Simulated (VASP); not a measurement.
A run of VASP 6.6.1 is set up as follows.

Contents of INCAR:

```
SYSTEM = P
PREC     = Accurate       ! precision mode
ENCUT    = 520            ! plane-wave cutoff, eV
EDIFF    = 1E-7           ! SCF threshold, eV
ISMEAR   = 0              ! smearing method
SIGMA    = 0.1            ! smearing width, eV
LREAL    = .FALSE.        ! projectors in reciprocal space
LASPH    = .TRUE.         ! aspherical terms in the spheres
NELM     = 80             ! most SCF steps
ALGO     = Normal         ! electronic algorithm
ISIF     = 2              ! what is computed and relaxed
LWAVE    = .FALSE.        ! write WAVECAR
LCHARG   = .FALSE.        ! write CHGCAR
GGA      = PE             ! functional
NBANDS   = 32             ! bands
```

File KPOINTS:

```
Automatic mesh
0
G
  12 12 4
  0 0 0
```

File POSCAR:

```
P
1.0
    3.4688408265      0.0000000000      0.0000000000
   -1.7344204133      3.0041042774      0.0000000000
    0.0000000000      0.0000000000     14.2222892709
P
9
Direct
    0.5000000000      0.5000000000      0.0545411674
    0.5000000000      0.0000000000      0.7212078340
    0.0000000000      0.5000000000      0.3878745007
    0.5000000000      0.5000000000      0.6121254993
    0.5000000000      0.0000000000      0.2787921660
    0.0000000000      0.5000000000      0.9454588326
    0.0000000000      0.0000000000      0.5000000000
    0.0000000000      0.0000000000      0.1666666667
    0.0000000000      0.0000000000      0.8333333333
```

Potentials or basis: VASP PAW PBE potentials, release 64 (P).

Command:

```console
$ cat potpaw_PBE.64/P/POTCAR > POTCAR
$ mpirun -np 1 vasp_std > vasp.out
```

Task: Predict the pressure.

Result: -0.2 GPa.

Task: What does it give for the largest force?

Result: 0.007 eV/Å.

Task: What does it give for the band gap on the k mesh?

Result: Zero (an odd number of electrons rules out a gap without spin polarisation).

Stress tensor (GPa, compression positive):
```
-0.20  0.00  0.00
 0.00 -0.20  0.00
 0.00  0.00 -0.29
```

Caveat: an odd number of electrons without spin polarisation forces a metal; a magnetic or distorted state may lie lower.
